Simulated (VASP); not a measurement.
Write the native input for VASP 6.6.1 that does the following.

```
Task                   : single point
Functional             : PBE
Potentials or basis    : VASP PAW PBE potentials, release 64 (Si, Ge_d)
Cutoff                 : 520 eV
k mesh                 : 12 × 12 × 12
Occupations            : gaussian, width 0.1 eV
Spin                   : no spin polarisation
Dipole correction      : no
Further INCAR settings : ALGO = Normal; EDIFF = 1e-06; NBANDS = 23
```

The structure of Si4Ge lies in POSCAR:

```
Si4Ge
1.0
   -3.5041857373      3.5041857373      1.6258615728
    3.5041857373     -3.5041857373      1.6258615728
    3.5041857373      3.5041857373     -1.6258615728
Si Ge
4 1
Direct
    0.1393352743      0.6511495825      0.7904848567
    0.8606647257      0.3488504175      0.2095151433
    0.6511495825      0.8606647257      0.5118143082
    0.3488504175      0.1393352743      0.4881856918
    0.5000000000      0.5000000000      0.0000000000
```

The input as run:

INCAR

```
SYSTEM = Si4Ge
ALGO = Normal
EDIFF = 1E-6
ENCUT = 520
GGA = PE
ISIF = 2
ISMEAR = 0
LASPH = .True.
LCHARG = .False.
LREAL = .False.
LWAVE = .False.
NBANDS = 23
NELM = 80
PREC = Accurate
SIGMA = 0.1
```

KPOINTS

```
k-points
0
Gamma
  12 12 12
  0 0 0
```

Potentials or basis: VASP PAW PBE potentials, release 64 (Si, Ge_d).

Run with:

```bash
$ cat potpaw_PBE.64/Si/POTCAR potpaw_PBE.64/Ge_d/POTCAR > POTCAR
$ mpirun -np 1 vasp_std > vasp.out
```

It gave:

```
Pressure               : -0.1 GPa
Largest force          : 0.004 eV/Å
Band gap on the k mesh : zero (bands 15 and 16 overlap by 3.71 eV)
```

It took 14 min on 1 thread of Intel Xeon 8259CL, on a shared host, peak memory 0.52 GiB.
